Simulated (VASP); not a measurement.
# TlZnBr3 (Pm-3m) in VASP: settings compared, part 3 of 3

VASP 6.6.1. Earlier steps stand in the parts before.

### Step 5. Single point, r2SCAN

This run uses another cell than the first one, of 28.13 Å³/atom, 0.971 times its volume.

POSCAR reads:

```
TlZnBr3
1.0
    5.2004326836      0.0000000000      0.0000000000
    0.0000000000      5.2004326836      0.0000000000
    0.0000000000      0.0000000000      5.2004326836
Tl Zn Br
1 1 3
Direct
    0.0000000000      0.0000000000      0.0000000000
    0.5000000000      0.5000000000      0.5000000000
    0.5000000000      0.5000000000      0.0000000000
    0.5000000000      0.0000000000      0.5000000000
    0.0000000000      0.5000000000      0.5000000000
```

INCAR.step1 reads:

```
PREC     = Accurate       # precision mode
ENCUT    = 520            # plane-wave cutoff, eV
ISMEAR   = 0              # smearing method
SIGMA    = 0.01           # smearing width, eV
LREAL    = False          # projectors in reciprocal space
LASPH    = True           # aspherical terms in the spheres
NELM     = 80             # most SCF steps
NBANDS   = 31             # bands
GGA      = PE             # functional
ALGO     = Normal         # electronic algorithm
EDIFF    = 1E-4           # SCF threshold, eV
LWAVE    = True           # write WAVECAR
LCHARG   = False          # write CHGCAR
```

INCAR.step2 reads:

```
PREC     = Accurate       # precision mode
ENCUT    = 520            # plane-wave cutoff, eV
EDIFF    = 1E-7           # SCF threshold, eV
ISMEAR   = 0              # smearing method
SIGMA    = 0.01           # smearing width, eV
LREAL    = False          # projectors in reciprocal space
LASPH    = True           # aspherical terms in the spheres
NELM     = 80             # most SCF steps
ALGO     = Normal         # electronic algorithm
ISIF     = 2              # what is computed and relaxed
LWAVE    = False          # write WAVECAR
LCHARG   = False          # write CHGCAR
METAGGA  = R2SCAN         # meta-GGA
LMIXTAU  = True         
NBANDS   = 31             # bands
ISTART   = 1
```

KPOINTS reads:

```
Automatic mesh
0
Gamma
  6 6 6
```

Potentials or basis: VASP PAW PBE potentials, release 64 (Tl_d, Zn, Br).

Launch:

```console
$ cat potpaw_PBE.64/Tl_d/POTCAR potpaw_PBE.64/Zn/POTCAR potpaw_PBE.64/Br/POTCAR > POTCAR
$ cp INCAR.step1 INCAR
$ mpirun -np 1 vasp_std > vasp.out
$ cp INCAR.step2 INCAR
$ mpirun -np 1 vasp_std > vasp.out
```

OUTCAR:

```text
PREC = Accurate
   ENCUT = 520
   EDIFF = 1E-7
   ISMEAR = 0
   LREAL = False
   LASPH = True
   NELM = 80
   ISIF = 2
   METAGGA = R2SCAN
   ISTART = 1

 ion  position               nearest neighbor table
   1  0.000  0.000  0.000-
   2  0.500  0.500  0.500-   3 2.60   4 2.60   5 2.60   3 2.60   4 2.60   5 2.60
   3  0.500  0.500  0.000-   2 2.60   2 2.60
   4  0.500  0.000  0.500-   2 2.60   2 2.60
   5  0.000  0.500  0.500-   2 2.60   2 2.60

  LATTYP: Found a simple cubic cell.
 ALAT       =     5.2004326836

  Lattice vectors:

 A1 = (   5.2004326836,   0.0000000000,   0.0000000000)
 A2 = (   0.0000000000,   5.2004326836,   0.0000000000)
 A3 = (   0.0000000000,   0.0000000000,   5.2004326836)

Analysis of symmetry for initial positions (statically):
=====================================================================
 Subroutine PRICEL returns:
 Original cell was already a primitive cell.

 Routine SETGRP: Setting up the symmetry group for a
 simple cubic supercell.

[... 166 lines left out ...]
  energy without entropy =     -106.46912209  energy(sigma->0) =     -106.46912209

 E-fermi :   0.8748     XC(G=0):  -9.4022

 val. band max:        0.7880461766   @ k =   0.5000   0.5000   0.0000
 cond. band min:       1.6619646158   @ k =   0.0000   0.0000   0.0000
 fundamental gap:      0.8739184392
 Fermi energy:         0.8748059673

 k-point     1 :       0.0000    0.0000    0.0000
  band No.  band energies     occupation
      1     -13.8431      2.00000
      2     -12.8955      2.00000
      3     -12.8955      2.00000
      4      -9.1242      2.00000
      5      -9.1242      2.00000
      6      -9.1240      2.00000
[... 669 lines left out ...]
     30       8.8131      0.00000
     31      11.2375      0.00000

------------------------ aborting loop because EDIFF is reached ----------------------------------------

  FORCE on cell =-STRESS in cart. coord.  units (eV):
  Direction    XX          YY          ZZ          XY          YZ          ZX
  --------------------------------------------------------------------------------------
  -------------------------------------------------------------------------------------
  Total        0.0147210      0.0147210      0.0147210      0.0000000     -0.0000000      0.0000000
  in kB        0.1676985      0.1676985      0.1676985      0.0000000     -0.0000000      0.0000000
  external PRESSURE =       0.1676985 kB  Pullay stress =       0.0000000 kB

 VOLUME and BASIS-vectors are now :
 -----------------------------------------------------------------------------
  energy-cutoff  :      520.00
  volume of cell :      140.64
      direct lattice vectors                 reciprocal lattice vectors
     5.200432684  0.000000000  0.000000000     0.192291692  0.000000000  0.000000000
     0.000000000  5.200432684  0.000000000     0.000000000  0.192291692  0.000000000
     0.000000000  0.000000000  5.200432684     0.000000000  0.000000000  0.192291692

 POSITION                                       TOTAL-FORCE (eV/Angst)
 -----------------------------------------------------------------------------------
      0.00000      0.00000      0.00000         0.000000      0.000000      0.000000
      2.60022      2.60022      2.60022         0.000000      0.000000      0.000000
      2.60022      2.60022      0.00000         0.000000      0.000000      0.000000
      2.60022      0.00000      2.60022         0.000000      0.000000      0.000000
      0.00000      2.60022      2.60022         0.000000      0.000000      0.000000
 -----------------------------------------------------------------------------------
    total drift:                               -0.000000      0.000000     -0.000000

  FREE ENERGIE OF THE ION-ELECTRON SYSTEM (eV)
  ---------------------------------------------------
  free  energy   TOTEN  =      -106.4691220884 eV

  energy  without entropy=     -106.4691220884  energy(sigma->0) =     -106.46912209
```

Run time: 1.8 min. Hardware: 1 thread of Intel Xeon 6975P-C (Granite Rapids), shared host; peak memory 0.3 GiB.

What came out:

- Free energy: -106.4691 eV
- Pressure: 0.0 GPa
- Band gap on the k mesh: 0.87 eV, indirect (least direct gap 1.59 eV)

Levels at points of the mesh, in eV from the valence-band top:
| k point | band 21 | band 22 | band 23 | band 24 | band 25 | band 26 |
| --- | --- | --- | --- | --- | --- | --- |
| (0.00, 0.00, 0.00) | -0.71 | -0.71 | -0.71 | 0.87 | 6.40 | 6.40 |
| (0.50, 0.00, 0.00) | -0.69 | -0.69 | -0.61 | 3.56 | 4.32 | 5.49 |
| (0.50, 0.50, 0.00) | -1.10 | -0.29 | 0.00 | 4.56 | 5.25 | 5.25 |
| (0.50, 0.50, 0.50) | 0.00 | 0.00 | 0.00 | 6.00 | 6.00 | 6.00 |

Caveat: the PAW data sets were made with another functional, which shifts forces and pressure a little; spin-orbit coupling is left out, which moves the levels of the heavy elements.

### Step 6. The runs side by side

| level | cell | k mesh | gap on the mesh (eV) | pressure (GPa) |
| --- | --- | --- | --- | --- |
| r2SCAN | a = 5.252 Å, 5 atoms | 4 × 4 × 4 | 0.80 | -1.0 |
| r2SCAN | a = 5.302 Å, 5 atoms | 4 × 4 × 4 | 0.72 | -1.8 |
| PBE | a = 5.200 Å, 5 atoms | 6 × 6 × 6 | 0.29 | 1.3 |
| r2SCAN | a = 5.200 Å, 5 atoms | 6 × 6 × 6 | 0.87 | 0.0 |

Alike in all rows: task single point; potentials or basis VASP PAW PBE potentials, release 64 (Tl_d, Zn, Br); no spin polarisation; cutoff (eV) 520; smearing gaussian 0.01 eV.

Caveats: spin-orbit coupling is left out, which moves the levels of the heavy elements; the PAW data sets were made with another functional, which shifts forces and pressure a little (some runs).

Absolute energies hang on the potentials; compare differences alone.
